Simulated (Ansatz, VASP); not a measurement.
## One calculation of InSb, two programs

```
In Sb
1.0
     0.00000    3.23910    3.23910
     3.23910    0.00000    3.23910
     3.23910    3.23910    0.00000
In Sb
1 1
Cartesian
  0.0000 0.0000 0.0000
  4.8587 4.8587 4.8587
```

Alike in both runs: task single point; functional revPBE; k mesh 6 × 6 × 6; occupations gaussian, width 0.05 eV; no spin polarisation.

|  | VASP | Ansatz |
| --- | --- | --- |
| version | VASP 6.6.1 | Ansatz 0.2.0 |
| potentials or method | VASP PAW PBE potentials, release 64 (In_d, Sb), cutoff 520 eV | scalar-relativistic, plane waves, PAW |
| valence electrons in the cell | 18 | 28 |

```csv
,VASP,Ansatz,Ansatz less VASP
gap on the k mesh at the Fermi level (eV),none,none,-
pressure (GPa),4.3,4.3,+0.02
```

VASP's potentials were made for PBE, not for revPBE. A gap of «none» marks a metal or a gap that the smearing closes. The functional is the same, so the differences come from potentials, cutoffs and numerics. VASP's potentials hold 18 valence electrons a cell and Ansatz's 28, so a difference there can come from the potentials and not from the codes.

Spin-orbit coupling is off throughout.
